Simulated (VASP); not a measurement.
Ge2Sb2Te5, 9 atoms in the cell. It takes space group P-3m1 (No. 164, trigonal). Conventional cell: a = 4.186 Å, b = 4.186 Å, c = 17.770 Å, α = 90.00°, β = 90.00°, γ = 120.00°. Ge (site symmetry 3m) has 6 Te at 2.79 to 3.26 Å within 3.7 Å. Sb (site symmetry 3m) has 6 Te at 2.96 to 3.13 Å within 3.9 Å. Te (site symmetry -3m) has 6 Sb at 3.13 Å within 4.1 Å. Within 3.9 Å of Te (site symmetry 3m) lie 3 Sb at 2.96 Å and 3 Ge at 3.26 Å. Within 3.7 Å of Te (site symmetry 3m) lie 3 Ge at 2.79 Å.  This cell differs from its parent crystal: volume 29.959 Å^3 an atom, c/a of the conventional cell 4.2453.

| Property | Result |
| --- | --- |
| Program | VASP 6.6.1 |
| Task | single point |
| Functional | PBE |
| Potentials or basis | VASP PAW PBE potentials, release 64 (Ge_d, Sb, Te) |
| Cutoff | 520 eV |
| k mesh | 12 × 12 × 2 |
| Occupations | gaussian, width 0.03 eV |
| Spin | no spin polarisation |
| Dipole correction | no |
| Further INCAR settings | ALGO = Normal; EDIFF = 1e-06; NBANDS = 44 |

Potentials or basis: VASP PAW PBE potentials, release 64 (Ge_d, Sb, Te).

Run with:

```sh
$ cat potpaw_PBE.64/Ge_d/POTCAR potpaw_PBE.64/Sb/POTCAR potpaw_PBE.64/Te/POTCAR > POTCAR
$ mpirun -np 1 vasp_std > vasp.out
```

Hardware: 1 thread of Intel(R) Xeon(R) Platinum 8488C (Sapphire Rapids), on a shared host.

Q: How long does it take, and how much memory?

A: Wall time 9.4 min on 1 thread of Intel(R) Xeon(R) Platinum 8488C (Sapphire Rapids), on a shared host, peak memory 0.66 GiB. Counts: scf iterations 18, k points 38.
